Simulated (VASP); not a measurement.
# AlSi16 (a cell with a defect) in VASP: single point with PBEsol

Aim: the single point of AlSi16 (a cell with a defect) with PBEsol.

All numbers are computed with VASP 6.6.1; they aren't measurements. Logs are shortened: lines on timing, memory, paths and dates and some standing lists are left out, and cuts for length are marked.

**1. The cell of the first run**

The cell holds a defect, 17 atoms: a = 7.679 Å, b = 7.679 Å, c = 7.679 Å, α = 60.00°, β = 60.00°, γ = 60.00°.

**2. Single point, PBEsol, collinear spin**

File INCAR:

```
PREC = Accurate ; ENCUT = 520
EDIFF = 1E-6 ; ISMEAR = -1
SIGMA = 0.02 ; LREAL = Auto
LASPH = T ; NELM = 150
ALGO = Normal ; ISIF = 2
LWAVE = F ; LCHARG = T
ISPIN = 2 ; MAGMOM = 0 0 0 0 0 0 0 0 0 0 0 0 0 0 0 0 1
LORBIT = 11 ; GGA = PS
LELF = T ; LVHAR = T
NBANDS = 52
```

File KPOINTS:

```
regular mesh
0
Gamma
  2 2 2
```

File POSCAR:

```
AlSi16
1.0
    0.0000000000      5.4300000000      5.4300000000
    5.4300000000      0.0000000000      5.4300000000
    5.4300000000      5.4300000000      0.0000000000
Si Al
16 1
Direct
   -0.0013535412     -0.0013292839      0.0013411050
    0.1202660414      0.1201968997      0.1394131362
   -0.0005527854     -0.0001706245      0.5005340423
    0.1204134842      0.1203497749      0.6202098025
   -0.0013444501      0.5013122746      0.0013203864
    0.1294466245      0.6234528478      0.1235845376
   -0.0013379732      0.5012858470      0.4987575578
    0.1205617874      0.6386241758      0.6203734256
    0.5012750385     -0.0013047552      0.0013024451
    0.6234422972      0.1293608306      0.1236329826
    0.5012469264     -0.0012966140      0.4987746886
    0.6381966518      0.1206601164      0.6205406411
    0.5001279688      0.5000401170     -0.0001244209
    0.6234894901      0.6235479609      0.1236813848
    0.5012215828      0.5012409824      0.4987883002
    0.6235370821      0.6235961861      0.6292061606
    0.2491288747      0.2497275643      0.7508472245
```

Potentials or basis: VASP PAW PBE potentials, release 64 (Si, Al).

Started as:

```
$ cat potpaw_PBE.64/Si/POTCAR potpaw_PBE.64/Al/POTCAR > POTCAR
$ mpirun -np 1 vasp_std > vasp.out
```

OUTCAR:

```text
PREC = Accurate
   ENCUT = 520
   EDIFF = 1E-6
   ISMEAR = -1
   LREAL = Auto
   LASPH = T
   NELM = 150
   ISIF = 2
   ISPIN = 2
   LORBIT = 11
   GGA = PS

 ion  position               nearest neighbor table
   1  0.999  0.999  0.001-  10 2.35   6 2.35   4 2.39   2 2.39  17 2.72
   2  0.120  0.120  0.139-   3 2.26   9 2.39   5 2.39   1 2.39  17 2.44
   3  0.999  1.000  0.501-   2 2.26   4 2.26   8 2.26  12 2.27
   4  0.120  0.120  0.620-   3 2.26  11 2.39   7 2.39   1 2.39  17 2.44
   5  0.999  0.501  0.001-  14 2.35   6 2.35   8 2.39   2 2.39  17 2.73
   6  0.129  0.623  0.124-  13 2.32   7 2.35   5 2.35   1 2.35
   7  0.999  0.501  0.499-  16 2.35   6 2.35   8 2.39   4 2.39  17 2.73
   8  0.121  0.639  0.620-   3 2.26  15 2.39   7 2.39   5 2.39  17 2.44
   9  0.501  0.999  0.001-  14 2.35  10 2.35  12 2.39   2 2.39  17 2.73
  10  0.623  0.129  0.124-  13 2.32  11 2.35   9 2.35   1 2.35
  11  0.501  0.999  0.499-  16 2.35  10 2.35  12 2.39   4 2.39  17 2.73
  12  0.638  0.121  0.621-   3 2.27  15 2.39  11 2.39   9 2.39  17 2.44
  13  0.500  0.500  1.000-  16 2.32  14 2.32  10 2.32   6 2.32
  14  0.623  0.624  0.124-  13 2.32  15 2.35   9 2.35   5 2.35
  15  0.501  0.501  0.499-  16 2.35  14 2.35  12 2.39   8 2.39  17 2.73
  16  0.624  0.624  0.629-  13 2.32  15 2.35  11 2.35   7 2.35
  17  0.249  0.250  0.751-   2 2.44   4 2.44   8 2.44  12 2.44   1 2.72   5 2.73   7 2.73   9 2.73
                            11 2.73  15 2.73

  LATTYP: Found a face centered cubic cell.
 ALAT       =    10.8600000000

  Lattice vectors:

 A1 = (   0.0000000000,   5.4300000000,   5.4300000000)
 A2 = (   5.4300000000,   0.0000000000,   5.4300000000)
 A3 = (   5.4300000000,   5.4300000000,   0.0000000000)

Analysis of symmetry for initial positions (statically):
=====================================================================
 Subroutine PRICEL returns:
 Original cell was already a primitive cell.

 Routine SETGRP: Setting up the symmetry group for a
 face centered cubic supercell.

 Subroutine GETGRP returns: Found  1 space group operations
 (whereof  1 operations were pure point group operations)
 out of a pool of 48 trial point group operations.

The static configuration has the point symmetry C_1 .

Analysis of symmetry for dynamics (positions and initial velocities):
=====================================================================
 Subroutine PRICEL returns:
 Original cell was already a primitive cell.

 Routine SETGRP: Setting up the symmetry group for a
 face centered cubic supercell.

 Subroutine GETGRP returns: Found  1 space group operations
 (whereof  1 operations were pure point group operations)
 out of a pool of 48 trial point group operations.

The dynamic configuration has the point symmetry C_1 .

Analysis of structural, dynamic, and magnetic symmetry:
=====================================================================
 Subroutine PRICEL returns:
 Original cell was already a primitive cell.

 Routine SETGRP: Setting up the symmetry group for a
 face centered cubic supercell.

 Subroutine GETGRP returns: Found  1 space group operations
 (whereof  1 operations were pure point group operations)
 out of a pool of 48 trial point group operations.

The overall configuration has the point symmetry C_1 .

 Subroutine INISYM returns: Found  1 space group operations
 (whereof  1 operations are pure point group operations),
 and found     1 'primitive' translations

----------------------------------------------------------------------------------------

                                     Primitive cell

  volume of cell :     320.2060

  direct lattice vectors                    reciprocal lattice vectors
     0.000000000  5.430000000  5.430000000    -0.092081031  0.092081031  0.092081031
     5.430000000  0.000000000  5.430000000     0.092081031 -0.092081031  0.092081031
     5.430000000  5.430000000  0.000000000     0.092081031  0.092081031 -0.092081031

  length of vectors
     7.679179644  7.679179644  7.679179644     0.159489025  0.159489025  0.159489025

  position of ions in fractional coordinates (direct lattice)
     0.998646459  0.998670716  0.001341105
     0.120266041  0.120196900  0.139413136
     0.999447215  0.999829375  0.500534042
     0.120413484  0.120349775  0.620209802
     0.998655550  0.501312275  0.001320386
     0.129446624  0.623452848  0.123584538
[... 9 lines left out ...]
     0.623537082  0.623596186  0.629206161
     0.249128875  0.249727564  0.750847224

  ion indices of the primitive-cell ions
   primitive index   ion index
                 1           1
                 2           2
                 3           3
                 4           4
                 5           5
                 6           6
[... 9 lines left out ...]
                16          16
                17          17

----------------------------------------------------------------------------------------

 KPOINTS: regular mesh

Automatic generation of k-mesh.
 Grid dimensions read from file:
 generate k-points for:    2    2    2

 Generating k-lattice:

  Cartesian coordinates                     Fractional coordinates (reciprocal lattice)
    -0.046040516  0.046040516  0.046040516     0.500000000  0.000000000  0.000000000
     0.046040516 -0.046040516  0.046040516     0.000000000  0.500000000  0.000000000
     0.046040516  0.046040516 -0.046040516     0.000000000  0.000000000  0.500000000

  Length of vectors
     0.079744512  0.079744512  0.079744512

  Shift w.r.t. Gamma in fractional coordinates (k-lattice)
     0.000000000  0.000000000  0.000000000

 Subroutine IBZKPT returns following result:
 ===========================================

 Found      8 irreducible k-points:

 Following reciprocal coordinates:
            Coordinates               Weight
  0.000000  0.000000  0.000000      1.000000
  0.500000  0.000000  0.000000      1.000000
  0.000000  0.500000  0.000000      1.000000
  0.000000  0.000000  0.500000      1.000000
  0.500000  0.500000  0.500000      1.000000
  0.500000  0.500000  0.000000      1.000000
  0.000000  0.500000  0.500000      1.000000
  0.500000  0.000000  0.500000      1.000000
   k-points           NKPTS =      8   k-points in BZ     NKDIM =      8   number of bands    NBANDS=     52
   number of dos      NEDOS =    301   number of ions     NIONS =     17
   total plane-waves  NPLWV = 216000
   dimension x,y,z NGX =    60 NGY =   60 NGZ =   60
   dimension x,y,z NGXF=   120 NGYF=  120 NGZF=  120
   ions per type =              16   1
   NGX,Y,Z   is equivalent  to a cutoff of  12.99, 12.99, 12.99 a.u.
   NGXF,Y,Z  is equivalent  to a cutoff of  25.98, 25.98, 25.98 a.u.
 SYSTEM =  unknown system
   PREC   = accura    normal or accurate (medium, high low for compatibility)
   ISTART =      0    job   : 0-new  1-cont  2-samecut
   ICHARG =      2    charge: 1-file 2-atom 10-const
   ISPIN  =      2    spin polarized calculation?
   LNONCOLLINEAR =      F non collinear calculations
   LSORBIT =      F    spin-orbit coupling
   LASPH  =      T    aspherical Exc in radial PAW
   ENCUT  =  520.0 eV  38.22 Ry    6.18 a.u.  14.28 14.28 14.28*2*pi/ulx,y,z
   NELM   =    150;   NELMIN=  2; NELMDL= -5     # of ELM steps
   EDIFF  = 0.1E-05   stopping-criterion for ELM
   LREAL  =      T    real-space projection
   EDIFFG = 0.1E-04   stopping-criterion for IOM
   NSW    =      0    number of steps for IOM
   IBRION =     -1    ionic relax: 0-MD 1-quasi-New 2-CG
   NFREE  =      0    steps in history (QN), initial steepest desc. (CG)
   ISIF   =      2    stress and relaxation
   ISYM   =      2    0-nonsym 1-usesym 2-fastsym
   POTIM  = 0.5000    time-step for ionic-motion
   TEBEG  =    0.0;   TEEND  =   0.0 temperature during run
   PSTRESS=    0.0 pullay stress
   NELECT =      67.0000    total number of electrons
   NUPDOWN=      -1.0000    fix difference up-down
   EMIN   =  10.00;   EMAX   =-10.00  energy-range for DOS
   EFERMI =   0.00;   METHOD = LEGACY
   ISMEAR =    -1;   SIGMA  =   0.02  broadening in eV -4-tet -1-fermi 0-gaus
   EFERMI_NEDOS =   21; number of points for ismear=-14 and -15
   IALGO  =     38    algorithm
   IMIX   =      4    mixing-type and parameters
     AMIX     =   0.40;   BMIX     =  1.00
     AMIX_MAG =   1.60;   BMIX_MAG =  1.00
  volume/ion in A,a.u.               =      18.84       127.11
  Fermi-wavevector in a.u.,A,eV,Ry     =   0.971904  1.836632 12.852022  0.944597
  Thomas-Fermi vector in A             =   2.102159
   LORBIT       =     11    0 simple, 1 ext, 2 COOP (PROOUT), +10 PAW based schemes
   GGA     = PS    functional components
   LHFCALC =     F    Hartree Fock is set to
   AEXX    =    0.0000 exact exchange contribution
   IVDW    =     0    specifies the selected vdW correction
   LEPSILON=     F    determine dielectric tensor
   LRPA    =     F    only Hartree local field effects (RPA)
 spin polarized calculation
  energy-cutoff  :      520.00
  volume of cell :      320.21
 maximum number of plane-waves:      8646
 NGX is ok and might be reduce to    60
   NGX = 29   NGY = 29   NGZ = 29

 number of electron      67.0000001 magnetization      -0.1745682

 number of electron      67.0000001 magnetization       0.0074518

 Free energy of the ion-electron system (eV)
  ---------------------------------------------------
  ext. energy  EPLUGINS =         0.00000000
  ---------------------------------------------------
  free energy    TOTEN  =       -92.54501596 eV

  energy without entropy =      -92.53806712  energy(sigma->0) =      -92.54154154

 E-fermi :   6.7434     XC(G=0):  -9.7880

 val. band max:        6.7424253700   @ k =   0.0000   0.0000   0.0000
 cond. band min:       6.7443533699   @ k =   0.0000   0.0000   0.0000
 fundamental gap:      0.0019280000
 Fermi energy:         6.7434019803

 spin component 1

 k-point     1 :       0.0000    0.0000    0.0000
  band No.  band energies     occupation
      1      -6.0704      1.00000
      2      -3.6131      1.00000
      3      -3.5827      1.00000
      4      -3.5824      1.00000
      5      -3.5821      1.00000
      6      -2.4732      1.00000
[... 373 lines left out ...]
     44      10.2446      0.00000
     45      10.3883      0.00000
 Fermi energy:         6.7434019803

 spin component 2

 k-point     1 :       0.0000    0.0000    0.0000
  band No.  band energies     occupation
      1      -6.0700      1.00000
      2      -3.6127      1.00000
      3      -3.5824      1.00000
      4      -3.5820      1.00000
      5      -3.5818      1.00000
      6      -2.4729      1.00000
[... 373 lines left out ...]
     44      10.2454      0.00000
     45      10.3899      0.00000
 [bands above 45 left out]

------------------------ aborting loop because EDIFF is reached ----------------------------------------

  FORCE on cell =-STRESS in cart. coord.  units (eV):
  Direction    XX          YY          ZZ          XY          YZ          ZX
  --------------------------------------------------------------------------------------
  -------------------------------------------------------------------------------------
  Total        7.2193113      7.2183942      7.2193586      0.0136256     -0.0064831     -0.0010885
  in kB       36.1224226     36.1178337     36.1226593      0.0681766     -0.0324386     -0.0054464
  external PRESSURE =      36.1209719 kB  Pullay stress =       0.0000000 kB

 VOLUME and BASIS-vectors are now :
 -----------------------------------------------------------------------------
  energy-cutoff  :      520.00
  volume of cell :      320.21
      direct lattice vectors                 reciprocal lattice vectors
     0.000000000  5.430000000  5.430000000    -0.092081031  0.092081031  0.092081031
     5.430000000  0.000000000  5.430000000     0.092081031 -0.092081031  0.092081031
     5.430000000  5.430000000  0.000000000     0.092081031  0.092081031 -0.092081031

 POSITION                                       TOTAL-FORCE (eV/Angst)
 -----------------------------------------------------------------------------------
      5.43006      5.42993     10.84543         0.001101      0.003635     -0.010202
      1.40968      1.41006      1.30571        -0.059939     -0.062512      0.057295
      8.14697      8.14490     10.85607        -0.000170      0.000027      0.000098
      4.02124      4.02158      1.30734         0.060981      0.058351      0.053028
      2.72930      5.42987      8.14483         0.009999      0.007191     -0.002012
      4.05641      1.37396      4.08824         0.031716     -0.034973     -0.028831
[... 9 lines left out ...]
      6.80272      6.80240      6.77193        -0.027247     -0.025542      0.030063
      5.43312      5.42987      2.70879        -0.003120     -0.000037      0.005738
 -----------------------------------------------------------------------------------
    total drift:                                0.000241     -0.000727      0.001934

  FREE ENERGIE OF THE ION-ELECTRON SYSTEM (eV)
  ---------------------------------------------------
  free  energy   TOTEN  =       -92.5450159612 eV

  energy  without entropy=      -92.5380671212  energy(sigma->0) =      -92.54154154

 total charge

# of ion       s       p       d       tot
------------------------------------------
    1        0.744   0.926   0.000   1.670
    2        0.760   0.947   0.000   1.706
    3        0.764   0.992   0.000   1.756
    4        0.760   0.947   0.000   1.707
    5        0.744   0.926   0.000   1.670
    6        0.747   0.946   0.000   1.693
[... 9 lines left out ...]
   16        0.747   0.946   0.000   1.693
   17        0.505   0.336   0.000   0.841
--------------------------------------------------
tot         12.493  15.431   0.000  27.924

 magnetization (x)

# of ion       s       p       d       tot
------------------------------------------
    1        0.000  -0.000   0.000   0.000
    2       -0.000   0.000   0.000   0.000
    3       -0.000  -0.000   0.000  -0.000
    4       -0.000   0.000   0.000   0.000
    5        0.000  -0.000   0.000   0.000
    6       -0.000   0.000   0.000   0.000
[... 9 lines left out ...]
   16       -0.000   0.000   0.000   0.000
   17       -0.000  -0.000   0.000  -0.000
--------------------------------------------------
tot          0.001   0.000   0.000   0.001
```

Wall time 17 min (1 thread of Oxide Virtual Turin-like, shared host); peak memory 0.67 GiB.

What came out:

| Quantity | Value |
| --- | --- |
| Free energy | -92.5450 eV |
| Pressure | 3.6 GPa |
| Largest force | 0.104 eV/Å |
| Net moment | 0.01 μB per cell |
| Valence electrons inside the program's atomic spheres | Si 1.67, 1.71, 1.76, 1.69 (each value once); Al 0.84 |

Forces in eV/Å, atoms in the order of the input:
```
Si   0.001  0.004 -0.010
Si  -0.060 -0.063  0.057
Si   0.000  0.000  0.000
Si   0.061  0.058  0.053
Si   0.010  0.007 -0.002
Si   0.032 -0.035 -0.029
Si  -0.006 -0.010  0.002
Si  -0.050  0.053 -0.059
Si   0.008  0.010 -0.005
Si  -0.034  0.031 -0.026
Si  -0.010 -0.007 -0.001
Si   0.051 -0.048 -0.054
Si   0.002  0.000 -0.005
Si   0.025  0.028  0.034
Si   0.000 -0.003  0.010
Si  -0.027 -0.026  0.030
Al  -0.003  0.000  0.006
```

Caveat: the k points lie up to 0.50 Å⁻¹ apart; the PAW data sets were made with another functional, which shifts forces and pressure a little.
